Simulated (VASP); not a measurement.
# YTe (Fm-3m) in VASP: vibrations by perturbation theory with LDA

Aim: the vibrations by perturbation theory of YTe with LDA.

All numbers are computed with VASP 6.6.1; they aren't measurements. Logs are shortened: lines on timing, memory, paths and dates and some standing lists are left out, and cuts for length are marked.

## (1) The cell of the first run

It takes space group Fm-3m (No. 225, cubic). Conventional cell: a = 6.080 Å, b = 6.080 Å, c = 6.080 Å, α = 90.00°, β = 90.00°, γ = 90.00°. Within 4.0 Å of Y (site symmetry m-3m) lie 6 Te at 3.04 Å. Te (site symmetry m-3m) has 6 Y at 3.04 Å within 4.0 Å.

## (2) Vibrations by perturbation theory, LDA

The input, INCAR:

```
ALGO = Normal
EDIFF = 1E-8
ENCUT = 520
IBRION = 8
ISIF = 2
ISMEAR = 1
LASPH = T
LCHARG = F
LREAL = F
LWAVE = F
NBANDS = 16
NELM = 80
NSW = 1
PREC = Accurate
SIGMA = 0.1
```

The input, KPOINTS:

```
k-points
0
Gamma
  10 10 10
```

The input, POSCAR:

```
YTe
1.0
    0.0000000000      3.0400000000      3.0400000000
    3.0400000000      0.0000000000      3.0400000000
    3.0400000000      3.0400000000      0.0000000000
Y Te
1 1
Direct
    0.5000000000      0.5000000000      0.5000000000
    0.0000000000      0.0000000000      0.0000000000
```

Potentials or basis: VASP PAW LDA potentials, release 64 (Y_sv, Te).

On the command line:

```bash
> cat potpaw_LDA.64/Y_sv/POTCAR potpaw_LDA.64/Te/POTCAR > POTCAR
> mpirun -np 1 vasp_std > vasp.out
```

OUTCAR:

```text
EDIFF = 1E-8
   ENCUT = 520
   IBRION = 8
   ISIF = 2
   ISMEAR = 1
   LASPH = T
   LREAL = F
   NELM = 80
   NSW = 1
   PREC = Accurate

 ion  position               nearest neighbor table
   1  0.500  0.500  0.500-   2 3.04   2 3.04   2 3.04   2 3.04   2 3.04   2 3.04
   2  0.000  0.000  0.000-   1 3.04   1 3.04   1 3.04   1 3.04   1 3.04   1 3.04

  LATTYP: Found a face centered cubic cell.
 ALAT       =     6.0800000000

  Lattice vectors:

 A1 = (   0.0000000000,   3.0400000000,   3.0400000000)
 A2 = (   3.0400000000,   0.0000000000,   3.0400000000)
 A3 = (   3.0400000000,   3.0400000000,   0.0000000000)

Analysis of symmetry for initial positions (statically):
=====================================================================
 Subroutine PRICEL returns:
 Original cell was already a primitive cell.

 Routine SETGRP: Setting up the symmetry group for a
 face centered cubic supercell.

 Subroutine GETGRP returns: Found 48 space group operations
 (whereof 48 operations were pure point group operations)
 out of a pool of 48 trial point group operations.

The static configuration has the point symmetry O_h .

Analysis of symmetry for dynamics (positions and initial velocities):
=====================================================================
 Subroutine PRICEL returns:
 Original cell was already a primitive cell.

 Routine SETGRP: Setting up the symmetry group for a
 face centered cubic supercell.

 Subroutine GETGRP returns: Found 48 space group operations
 (whereof 48 operations were pure point group operations)
 out of a pool of 48 trial point group operations.

The dynamic configuration has the point symmetry O_h .

 Subroutine INISYM returns: Found 48 space group operations
 (whereof 48 operations are pure point group operations),
 and found     1 'primitive' translations

----------------------------------------------------------------------------------------

                                     Primitive cell

  volume of cell :      56.1889

  direct lattice vectors                    reciprocal lattice vectors
     0.000000000  3.040000000  3.040000000    -0.164473684  0.164473684  0.164473684
     3.040000000  0.000000000  3.040000000     0.164473684 -0.164473684  0.164473684
     3.040000000  3.040000000  0.000000000     0.164473684  0.164473684 -0.164473684

  length of vectors
     4.299209230  4.299209230  4.299209230     0.284876778  0.284876778  0.284876778

  position of ions in fractional coordinates (direct lattice)
     0.500000000  0.500000000  0.500000000
     0.000000000  0.000000000  0.000000000

  ion indices of the primitive-cell ions
   primitive index   ion index
                 1           1
                 2           2

----------------------------------------------------------------------------------------

 KPOINTS: k-points

Automatic generation of k-mesh.
 Grid dimensions read from file:
 generate k-points for:   10   10   10

 Generating k-lattice:

  Cartesian coordinates                     Fractional coordinates (reciprocal lattice)
    -0.016447368  0.016447368  0.016447368     0.100000000  0.000000000  0.000000000
     0.016447368 -0.016447368  0.016447368     0.000000000  0.100000000  0.000000000
     0.016447368  0.016447368 -0.016447368     0.000000000  0.000000000  0.100000000

  Length of vectors
     0.028487678  0.028487678  0.028487678

  Shift w.r.t. Gamma in fractional coordinates (k-lattice)
     0.000000000  0.000000000  0.000000000

 Subroutine IBZKPT returns following result:
[... 73 lines left out ...]
   LORBIT       =      0    0 simple, 1 ext, 2 COOP (PROOUT), +10 PAW based schemes
   GGA     = CA    functional components
   LHFCALC =     F    Hartree Fock is set to
   AEXX    =    0.0000 exact exchange contribution
   IVDW    =     0    specifies the selected vdW correction
   LEPSILON=     F    determine dielectric tensor
   LRPA    =     F    only Hartree local field effects (RPA)
 non-spin polarized calculation
 Methfessel and Paxton  Order N= 1 SIGMA  =   0.10
  energy-cutoff  :      520.00
  volume of cell :       56.19
 maximum number of plane-waves:      1524
   NGX = 15   NGY = 15   NGZ = 15

--------------------------------------- Ionic step        1  -------------------------------------------

 number of electron      17.0000001 magnetization

 Free energy of the ion-electron system (eV)
  ---------------------------------------------------
  ext. energy  EPLUGINS =         0.00000000
  ---------------------------------------------------
  free energy    TOTEN  =       -13.57887686 eV

  energy without entropy =      -13.58088976  energy(sigma->0) =      -13.57954783

 E-fermi :   6.9492     XC(G=0): -10.1525

 val. band max:        6.8635771592   @ k =  -0.4000   0.3000   0.0000
 cond. band min:       7.0086811633   @ k =   0.2000   0.0000   0.0000
 fundamental gap:      0.1451040041
 Fermi energy:         6.9492398769

 k-point     1 :       0.0000    0.0000    0.0000
  band No.  band energies     occupation
      1     -36.5733      2.00000
      2     -16.6971      2.00000
      3     -16.6971      2.00000
      4     -16.6971      2.00000
      5      -6.3662      2.00000
      6       4.7531      2.00000
[... 433 lines left out ...]
      3     -16.7345      2.00000
      4     -16.7308      2.00000
      5      -5.5644      2.00000
      6       1.6253      2.00000
[... 8 lines left out ...]
     15      13.7720      0.00000
     16      14.5135      0.00000

 [... further k-points ...]

------------------------ aborting loop because EDIFF is reached ----------------------------------------

  FORCE on cell =-STRESS in cart. coord.  units (eV):
  Direction    XX          YY          ZZ          XY          YZ          ZX
  --------------------------------------------------------------------------------------
  -------------------------------------------------------------------------------------
  Total       -0.6014098     -0.6014098     -0.6014098     -0.0000000      0.0000000     -0.0000000
  in kB      -17.1486670    -17.1486670    -17.1486670     -0.0000000      0.0000000     -0.0000000
  external PRESSURE =     -17.1486670 kB  Pullay stress =       0.0000000 kB

 VOLUME and BASIS-vectors are now :
 -----------------------------------------------------------------------------
  energy-cutoff  :      520.00
  volume of cell :       56.19
      direct lattice vectors                 reciprocal lattice vectors
     0.000000000  3.040000000  3.040000000    -0.164473684  0.164473684  0.164473684
     3.040000000  0.000000000  3.040000000     0.164473684 -0.164473684  0.164473684
     3.040000000  3.040000000  0.000000000     0.164473684  0.164473684 -0.164473684

 POSITION                                       TOTAL-FORCE (eV/Angst)
 -----------------------------------------------------------------------------------
      3.04000      3.04000      3.04000         0.000000      0.000000      0.000000
      0.00000      0.00000      0.00000        -0.000000     -0.000000     -0.000000
 -----------------------------------------------------------------------------------
    total drift:                                0.000000     -0.000000      0.000000

  FREE ENERGIE OF THE ION-ELECTRON SYSTEM (eV)
  ---------------------------------------------------
  free  energy   TOTEN  =       -13.5788768612 eV

  energy  without entropy=      -13.5808897642  energy(sigma->0) =      -13.57954783

[... ionic steps 2 to 3 ...]

--------------------------------------- Ionic step        4  -------------------------------------------

------------------------ aborting loop because EDIFF is reached ----------------------------------------

[... ionic steps 5 to 6 ...]

--------------------------------------- Ionic step        7  -------------------------------------------

 Free energy of the ion-electron system (eV)
  ---------------------------------------------------
  ---------------------------------------------------
  free energy    TOTEN  =        -0.04926666 eV

  energy without entropy =       -0.04926666

------------------------ aborting loop because EDIFF is reached ----------------------------------------

 INTERNAL STRAIN TENSOR  FOR ION    2  DIRECTION 1   (eV/Angst):
 -----------------------------------------------------------------------------
     0.03147 -0.00000  0.00000
     0.00000 -0.01176  0.00000
     0.00000  0.00000 -0.01176

 INTERNAL STRAIN TENSOR FOR ION    2 for displacements in x,y,z  (eV/Angst):
          X           Y           Z          XY          YZ          ZX
  --------------------------------------------------------------------------------
  x     0.00000     0.00000     0.00000     0.00000     0.00000     0.00000
  y     0.00000     0.00000     0.00000     0.00000     0.00000     0.00000
  z     0.00000     0.00000     0.00000     0.00000     0.00000     0.00000

 SECOND DERIVATIVES (NOT SYMMETRIZED)
 ------------------------------------
               1X          1Y          1Z          2X          2Y          2Z
  1X    -5.848398    0.000000    0.000000    5.848398    0.000000    0.000000
  1Y     0.000000   -5.848398    0.000000    0.000000    5.848398    0.000000
  1Z     0.000000    0.000000   -5.848398    0.000000    0.000000    5.848398
  2X     5.844844    0.000000    0.000000   -5.844844    0.000000    0.000000
  2Y     0.000000    5.844844    0.000000    0.000000   -5.844844    0.000000
  2Z     0.000000    0.000000    5.844844    0.000000    0.000000   -5.844844

 Eigenvectors and eigenvalues of the dynamical matrix
 ----------------------------------------------------

   1 f  =    5.222267 THz    32.812473 2PiTHz  174.196087 cm-1    21.597552 meV
             X         Y         Z           dx          dy          dz
      3.040000  3.040000  3.040000    -0.000000   -0.767794   -0.000000
      0.000000  0.000000  0.000000     0.000000    0.640697    0.000000
[... 21 lines left out ...]
   6 f/i=    0.000781 THz     0.004906 2PiTHz    0.026047 cm-1     0.003229 meV
             X         Y         Z           dx          dy          dz
      3.040000  3.040000  3.040000    -0.182857    0.470750    0.394272
      0.000000  0.000000  0.000000    -0.219131    0.564134    0.472485

--------------------------------------------------------------------------------------------------------

 ELASTIC MODULI CONTR FROM IONIC RELAXATION (kBar)
 Direction    XX          YY          ZZ          XY          YZ          ZX
 --------------------------------------------------------------------------------
 XX           0.0000      0.0000      0.0000      0.0000      0.0000      0.0000
 YY           0.0000      0.0000      0.0000      0.0000      0.0000      0.0000
 ZZ           0.0000      0.0000      0.0000      0.0000      0.0000      0.0000
 XY           0.0000      0.0000      0.0000      0.0000      0.0000      0.0000
 YZ           0.0000      0.0000      0.0000      0.0000      0.0000      0.0000
 ZX           0.0000      0.0000      0.0000      0.0000      0.0000      0.0000
 --------------------------------------------------------------------------------
```

Wall time 7.2 min (1 thread of Oxide Virtual Turin-like, shared host); peak memory 0.32 GiB.

Results:

| Property | Result |
| --- | --- |
| Highest phonon frequency at Γ, LO-TO splitting left out | 174 cm⁻¹ |

Phonon frequencies in cm⁻¹ (negative: imaginary):
```tsv
q point	frequencies
(0.000, 0.000, 0.000)	0 0 0 174 174 174
```

Caveat: the cell stands under pressure or tension, which shifts response properties; spin-orbit coupling is left out, which moves the levels of the heavy elements.
